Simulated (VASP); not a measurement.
# YMo6 (P6/mmm) in VASP: a series of runs

YMo6 is run at these levels: PBE; tasks: single point, relaxation of cell and atoms.

All numbers are computed with VASP 6.6.1; they aren't measurements. Logs are shortened: lines on timing, memory, paths and dates and some standing lists are left out, and cuts for length are marked.

### Step 1. The cell of the first run

The structure is hexagonal, space group P6/mmm (No. 191). Conventional cell: a = 7.726 Å, b = 7.726 Å, c = 2.790 Å, α = 90.00°, β = 90.00°, γ = 120.00°. Within 3.7 Å of Y (site symmetry 6/mmm) lie 2 Y at 2.79 Å and 12 Mo at 3.01 Å. Mo (site symmetry m2m) has 5 Mo at 2.38 to 2.79 Å and 2 Y at 3.01 Å within 3.1 Å.

The cell was built from a structure type or drawn by symmetry, and may not be a known phase.

### Step 2. Single point, PBE

Contents of INCAR:

```
SYSTEM = YMo6
PREC     = Accurate       ! precision mode
ENCUT    = 520            ! plane-wave cutoff, eV
EDIFF    = 1E-6           ! SCF threshold, eV
ISMEAR   = 0              ! smearing method
SIGMA    = 0.1            ! smearing width, eV
LREAL    = .False.        ! projectors in reciprocal space
LASPH    = .True.         ! aspherical terms in the spheres
NELM     = 80             ! most SCF steps
ALGO     = Fast           ! electronic algorithm
ISIF     = 2              ! what is computed and relaxed
LWAVE    = .False.        ! write WAVECAR
LCHARG   = .False.        ! write CHGCAR
GGA      = PE             ! functional
NBANDS   = 56             ! bands
```

Contents of KPOINTS:

```
regular mesh
0
Gamma
  3 3 6
  0 0 0
```

Contents of POSCAR:

```
YMo6
1.0
    7.7260764038      0.0000000000      0.0000000000
   -3.8630382019      6.6909784373      0.0000000000
    0.0000000000      0.0000000000      2.7898451625
Y Mo
1 6
Direct
    0.0000000000      0.0000000000      0.0000000000
    0.3459555824      0.0000000000      0.5000000000
    0.6540444176      0.0000000000      0.5000000000
    0.0000000000      0.3459555824      0.5000000000
    0.0000000000      0.6540444176      0.5000000000
    0.6540444176      0.6540444176      0.5000000000
    0.3459555824      0.3459555824      0.5000000000
```

Potentials or basis: VASP PAW PBE potentials, release 64 (Y_sv, Mo_sv).

On the command line:

```
$ cat potpaw_PBE.64/Y_sv/POTCAR potpaw_PBE.64/Mo_sv/POTCAR > POTCAR
$ mpirun -np 1 vasp_std > vasp.out
```

OUTCAR:

```text
SYSTEM = YMo6
   PREC = Accurate
   ENCUT = 520
   EDIFF = 1E-6
   ISMEAR = 0
   LREAL = .False.
   LASPH = .True.
   NELM = 80
   ISIF = 2
   GGA = PE

 ion  position               nearest neighbor table
   1  0.000  0.000  0.000-   2 3.01   3 3.01   2 3.01   3 3.01   6 3.01   7 3.01   4 3.01   5 3.01
                             4 3.01   5 3.01   6 3.01   7 3.01
   2  0.346  0.000  0.500-   3 2.38   5 2.67   7 2.67   1 3.01   1 3.01
   3  0.654  0.000  0.500-   2 2.38   4 2.67   6 2.67   1 3.01   1 3.01
   4  0.000  0.346  0.500-   5 2.38   7 2.67   3 2.67   1 3.01   1 3.01
   5  0.000  0.654  0.500-   4 2.38   6 2.67   2 2.67   1 3.01   1 3.01
   6  0.654  0.654  0.500-   7 2.38   5 2.67   3 2.67   1 3.01   1 3.01
   7  0.346  0.346  0.500-   6 2.38   4 2.67   2 2.67   1 3.01   1 3.01

  LATTYP: Found a hexagonal cell.
 ALAT       =     7.7260764038
 C/A-ratio  =     0.3610946898

  Lattice vectors:

 A1 = (   7.7260764038,   0.0000000000,   0.0000000000)
 A2 = (  -3.8630382019,   6.6909784373,   0.0000000000)
 A3 = (   0.0000000000,   0.0000000000,   2.7898451625)

Analysis of symmetry for initial positions (statically):
=====================================================================
 Subroutine PRICEL returns:
 Original cell was already a primitive cell.

 Routine SETGRP: Setting up the symmetry group for a
 hexagonal supercell.

 Subroutine GETGRP returns: Found 24 space group operations
 (whereof 24 operations were pure point group operations)
 out of a pool of 24 trial point group operations.

The static configuration has the point symmetry D_6h.

Analysis of symmetry for dynamics (positions and initial velocities):
=====================================================================
 Subroutine PRICEL returns:
 Original cell was already a primitive cell.

 Routine SETGRP: Setting up the symmetry group for a
 hexagonal supercell.

 Subroutine GETGRP returns: Found 24 space group operations
 (whereof 24 operations were pure point group operations)
 out of a pool of 24 trial point group operations.

The dynamic configuration has the point symmetry D_6h.

 Subroutine INISYM returns: Found 24 space group operations
 (whereof 24 operations are pure point group operations),
 and found     1 'primitive' translations

----------------------------------------------------------------------------------------

                                     Primitive cell

  volume of cell :     144.2211

  direct lattice vectors                    reciprocal lattice vectors
     7.726076404  0.000000000  0.000000000     0.129431803  0.074727486  0.000000000
    -3.863038202  6.690978437  0.000000000     0.000000000  0.149454973  0.000000000
     0.000000000  0.000000000  2.789845162     0.000000000  0.000000000  0.358442832

  length of vectors
     7.726076404  7.726076404  2.789845162     0.149454973  0.149454973  0.358442832

  position of ions in fractional coordinates (direct lattice)
     0.000000000  0.000000000  0.000000000
     0.345955582  0.000000000  0.500000000
     0.654044418  0.000000000  0.500000000
     0.000000000  0.345955582  0.500000000
     0.000000000  0.654044418  0.500000000
     0.654044418  0.654044418  0.500000000
     0.345955582  0.345955582  0.500000000

  ion indices of the primitive-cell ions
   primitive index   ion index
                 1           1
                 2           2
                 3           3
                 4           4
                 5           5
                 6           6
                 7           7

----------------------------------------------------------------------------------------

 KPOINTS: regular mesh

Automatic generation of k-mesh.
 Grid dimensions read from file:
 generate k-points for:    3    3    6

 Generating k-lattice:

  Cartesian coordinates                     Fractional coordinates (reciprocal lattice)
     0.043143934  0.024909162  0.000000000     0.333333333  0.000000000  0.000000000
     0.000000000  0.049818324  0.000000000     0.000000000  0.333333333  0.000000000
     0.000000000  0.000000000  0.059740472     0.000000000  0.000000000  0.166666667

  Length of vectors
     0.049818324  0.049818324  0.059740472

  Shift w.r.t. Gamma in fractional coordinates (k-lattice)
     0.000000000  0.000000000  0.000000000

 Subroutine IBZKPT returns following result:
 ===========================================

 Found     12 irreducible k-points:

 Following reciprocal coordinates:
            Coordinates               Weight
  0.000000  0.000000  0.000000      1.000000
  0.333333  0.000000  0.000000      6.000000
  0.333333  0.333333  0.000000      2.000000
  0.000000  0.000000  0.166667      2.000000
  0.333333  0.000000  0.166667     12.000000
  0.333333  0.333333  0.166667      4.000000
  0.000000  0.000000  0.333333      2.000000
  0.333333  0.000000  0.333333     12.000000
  0.333333  0.333333  0.333333      4.000000
  0.000000  0.000000  0.500000      1.000000
  0.333333  0.000000  0.500000      6.000000
  0.333333  0.333333  0.500000      2.000000
   k-points           NKPTS =     12   k-points in BZ     NKDIM =     12   number of bands    NBANDS=     56
   number of dos      NEDOS =    301   number of ions     NIONS =      7
   total plane-waves  NPLWV =  86400
   dimension x,y,z NGX =    60 NGY =   60 NGZ =   24
   dimension x,y,z NGXF=   120 NGYF=  120 NGZF=   48
   ions per type =               1   6
   NGX,Y,Z   is equivalent  to a cutoff of  12.91, 12.91, 14.30 a.u.
   NGXF,Y,Z  is equivalent  to a cutoff of  25.82, 25.82, 28.60 a.u.
 SYSTEM =  YMo6
   PREC   = accura    normal or accurate (medium, high low for compatibility)
   ISTART =      0    job   : 0-new  1-cont  2-samecut
   ICHARG =      2    charge: 1-file 2-atom 10-const
   ISPIN  =      1    spin polarized calculation?
   LNONCOLLINEAR =      F non collinear calculations
   LSORBIT =      F    spin-orbit coupling
   LASPH  =      T    aspherical Exc in radial PAW
   ENCUT  =  520.0 eV  38.22 Ry    6.18 a.u.  14.37 14.37  5.19*2*pi/ulx,y,z
   NELM   =     80;   NELMIN=  2; NELMDL= -5     # of ELM steps
   EDIFF  = 0.1E-05   stopping-criterion for ELM
   LREAL  =      F    real-space projection
   EDIFFG = 0.1E-04   stopping-criterion for IOM
   NSW    =      0    number of steps for IOM
   IBRION =     -1    ionic relax: 0-MD 1-quasi-New 2-CG
   NFREE  =      0    steps in history (QN), initial steepest desc. (CG)
   ISIF   =      2    stress and relaxation
   ISYM   =      2    0-nonsym 1-usesym 2-fastsym
   POTIM  = 0.5000    time-step for ionic-motion
   TEBEG  =    0.0;   TEEND  =   0.0 temperature during run
   PSTRESS=    0.0 pullay stress
   NELECT =      95.0000    total number of electrons
   NUPDOWN=      -1.0000    fix difference up-down
   EMIN   =  10.00;   EMAX   =-10.00  energy-range for DOS
   EFERMI =   0.00;   METHOD = LEGACY
   ISMEAR =     0;   SIGMA  =   0.10  broadening in eV -4-tet -1-fermi 0-gaus
   EFERMI_NEDOS =   21; number of points for ismear=-14 and -15
   IALGO  =     68    algorithm
   IMIX   =      4    mixing-type and parameters
     AMIX     =   0.40;   BMIX     =  1.00
     AMIX_MAG =   1.60;   BMIX_MAG =  1.00
  volume/ion in A,a.u.               =      20.60       139.04
  Fermi-wavevector in a.u.,A,eV,Ry     =   1.424426  2.691774 27.606064  2.028988
  Thomas-Fermi vector in A             =   2.544918
   LORBIT       =      0    0 simple, 1 ext, 2 COOP (PROOUT), +10 PAW based schemes
   GGA     = PE    functional components
   LHFCALC =     F    Hartree Fock is set to
   AEXX    =    0.0000 exact exchange contribution
   IVDW    =     0    specifies the selected vdW correction
   LEPSILON=     F    determine dielectric tensor
   LRPA    =     F    only Hartree local field effects (RPA)
 non-spin polarized calculation
 RMM-DIIS sequential band-by-band and
 Gauss-broadening in eV      SIGMA  =   0.10
  energy-cutoff  :      520.00
  volume of cell :      144.22
 maximum number of plane-waves:      3910
 NGX is ok and might be reduce to    60
   NGX = 29   NGY = 29   NGZ = 11

 number of electron      94.9999994 magnetization

 Free energy of the ion-electron system (eV)
  ---------------------------------------------------
  ext. energy  EPLUGINS =         0.00000000
  ---------------------------------------------------
  free energy    TOTEN  =       -63.66350448 eV

  energy without entropy =      -63.62534641  energy(sigma->0) =      -63.64442545

 E-fermi :   7.9774     XC(G=0): -11.5060

 val. band max:        7.9469824037   @ k =   0.3333   0.3333   0.0000
 cond. band min:       7.9933679254   @ k =   0.0000   0.0000   0.3333
 fundamental gap:      0.0463855217
 Fermi energy:         7.9773622980

 k-point     1 :       0.0000    0.0000    0.0000
  band No.  band energies     occupation
      1     -52.8863      2.00000
      2     -52.7821      2.00000
      3     -52.7821      2.00000
      4     -52.6087      2.00000
      5     -52.6087      2.00000
      6     -52.5002      2.00000
[... 48 lines left out ...]
     55       9.3519      0.00000
     56       9.3967      0.00000

 k-point     2 :       0.3333    0.0000    0.0000
  band No.  band energies     occupation
      1     -52.8660      2.00000
      2     -52.8112      2.00000
      3     -52.7907      2.00000
      4     -52.5999      2.00000
      5     -52.5787      2.00000
      6     -52.5215      2.00000
[... 48 lines left out ...]
     55       9.3340      0.00000
     56       9.9225      0.00000

 k-point     3 :       0.3333    0.3333    0.0000
  band No.  band energies     occupation
      1     -52.8376      2.00000
      2     -52.8376      2.00000
      3     -52.8014      2.00000
      4     -52.5890      2.00000
      5     -52.5512      2.00000
      6     -52.5512      2.00000
[... 464 lines left out ...]
 k-point    11 :       0.3333    0.0000    0.5000
  band No.  band energies     occupation
      1     -52.7761      2.00000
      2     -52.7225      2.00000
      3     -52.7026      2.00000
      4     -52.5139      2.00000
      5     -52.4933      2.00000
      6     -52.4374      2.00000
[... 48 lines left out ...]
     55       9.8833      0.00000
     56      10.8668      0.00000

 k-point    12 :       0.3333    0.3333    0.5000
  band No.  band energies     occupation
      1     -52.7483      2.00000
      2     -52.7483      2.00000
      3     -52.7128      2.00000
      4     -52.5034      2.00000
      5     -52.4664      2.00000
      6     -52.4664      2.00000
[... 48 lines left out ...]
     55       9.9028      0.00000
     56      10.8905      0.00000

------------------------ aborting loop because EDIFF is reached ----------------------------------------

  FORCE on cell =-STRESS in cart. coord.  units (eV):
  Direction    XX          YY          ZZ          XY          YZ          ZX
  --------------------------------------------------------------------------------------
  -------------------------------------------------------------------------------------
  Total        0.4365623      0.4365623      0.2618158      0.0000000     -0.0000000     -0.0000000
  in kB        4.8498477      4.8498477      2.9085581      0.0000000     -0.0000000     -0.0000000
  external PRESSURE =       4.2027512 kB  Pullay stress =       0.0000000 kB

 VOLUME and BASIS-vectors are now :
 -----------------------------------------------------------------------------
  energy-cutoff  :      520.00
  volume of cell :      144.22
      direct lattice vectors                 reciprocal lattice vectors
     7.726076404  0.000000000  0.000000000     0.129431803  0.074727486  0.000000000
    -3.863038202  6.690978437  0.000000000     0.000000000  0.149454973  0.000000000
     0.000000000  0.000000000  2.789845162     0.000000000  0.000000000  0.358442832

 POSITION                                       TOTAL-FORCE (eV/Angst)
 -----------------------------------------------------------------------------------
      0.00000      0.00000      0.00000         0.000000      0.000000      0.000000
      2.67288      0.00000      1.39492        -0.080234      0.000000      0.000000
      5.05320      0.00000      1.39492         0.080234     -0.000000      0.000000
     -1.33644      2.31478      1.39492         0.040117     -0.069485      0.000000
     -2.52660      4.37620      1.39492        -0.040117      0.069485      0.000000
      2.52660      4.37620      1.39492         0.040117      0.069485     -0.000000
      1.33644      2.31478      1.39492        -0.040117     -0.069485      0.000000
 -----------------------------------------------------------------------------------
    total drift:                               -0.000000      0.000000      0.000000

  FREE ENERGIE OF THE ION-ELECTRON SYSTEM (eV)
  ---------------------------------------------------
  free  energy   TOTEN  =       -63.6635044773 eV

  energy  without entropy=      -63.6253464148  energy(sigma->0) =      -63.64442545
```

Wall time 3.3 min (1 thread of Intel Xeon Platinum 8259CL at 2.50GHz (Skylake/Cascade Lake), shared host); peak memory 0.33 GiB.

What came out:

| Quantity | Value |
| --- | --- |
| Free energy | -63.6635 eV |
| Pressure | 0.4 GPa |
| Largest force | 0.080 eV/Å |
| Band gap on the k mesh | zero (an odd number of electrons rules out a gap without spin polarisation) |

Forces in eV/Å, atoms in the order of the input:
```
Y    0.000  0.000  0.000
Mo  -0.080  0.000  0.000
Mo   0.080  0.000  0.000
Mo   0.040 -0.069  0.000
Mo  -0.040  0.069  0.000
Mo   0.040  0.069  0.000
Mo  -0.040 -0.069  0.000
```

Caveat: the k points lie up to 0.38 Å⁻¹ apart, too coarse for converged energies and pressures of a metal.

### Step 3. Single point, PBE

This run uses another cell than the first one, of 20.86 Å³/atom.

Contents of INCAR:

```
SYSTEM = YMo6
PREC = Accurate
ENCUT = 520
EDIFF = 1E-6
ISMEAR = 0
SIGMA = 0.1
LREAL = .FALSE.
LASPH = .TRUE.
NELM = 60
ALGO = Fast
ISIF = 2
LWAVE = .FALSE.
LCHARG = .FALSE.
GGA = PE
NBANDS = 56
```

Contents of KPOINTS:

```
Automatic mesh
0
G
  6 6 4
  0 0 0
```

Contents of POSCAR:

```
YMo6
1.0
    7.5949452871      0.0000000000      0.0000000000
   -3.7974726435      6.5774155590      0.0000000000
    0.0000000000      0.0000000000      2.9234755788
Y Mo
1 6
Direct
    0.0000000000      0.0000000000      0.0000000000
    0.3515839384      0.0000000000      0.5000000000
    0.6484160616      0.0000000000      0.5000000000
    0.0000000000      0.3515839384      0.5000000000
    0.0000000000      0.6484160616      0.5000000000
    0.6484160616      0.6484160616      0.5000000000
    0.3515839384      0.3515839384      0.5000000000
```

Potentials or basis: VASP PAW PBE potentials, release 64 (Y_sv, Mo_sv).

On the command line:

```
$ cat potpaw_PBE.64/Y_sv/POTCAR potpaw_PBE.64/Mo_sv/POTCAR > POTCAR
$ mpirun -np 1 vasp_std > vasp.out
```

Run time: 5.8 min. Hardware: 1 thread of Intel Xeon Platinum 8259CL at 2.50GHz (Skylake/Cascade Lake), shared host; peak memory 0.34 GiB.

Results (log left out):

* Free energy: -63.2488 eV
* Pressure: 0.4 GPa
* Largest force: 0.166 eV/Å
* Band gap on the k mesh: zero (an odd number of electrons rules out a gap without spin polarisation)

Forces in eV/Å, atoms in the order of the input:
```
Y    0.000  0.000  0.000
Mo  -0.166  0.000  0.000
Mo   0.166  0.000  0.000
Mo   0.083 -0.143  0.000
Mo  -0.083  0.143  0.000
Mo   0.083  0.143  0.000
Mo  -0.083 -0.143  0.000
```

Stress tensor (GPa, compression positive):
```
0.55 0.00 0.00
0.00 0.55 0.00
0.00 0.00 0.10
```

Levels at points of the mesh, in eV from the Fermi level:
```tsv
k point	band 44	band 45	band 46	band 47	band 48	band 49	band 50	band 51	band 52	band 53
(0.00, 0.00, 0.00)	-0.83	-0.78	-0.78	-0.36	-0.36	0.03	0.09	0.18	1.11	1.12
(0.50, 0.00, 0.00)	-1.11	-1.00	-0.61	-0.47	-0.45	0.03	0.30	0.43	0.54	0.83
(0.00, 0.00, 0.50)	-0.79	-0.79	-0.52	-0.03	-0.03	0.40	0.40	0.41	0.41	1.67
(0.50, 0.00, 0.50)	-1.21	-1.08	-0.96	0.26	0.33	1.04	1.15	1.25	1.38	1.61
```

Caveat: the k points lie up to 0.54 Å⁻¹ apart, too coarse for converged energies and pressures of a metal.

(Part 1 of 2 ends here.)
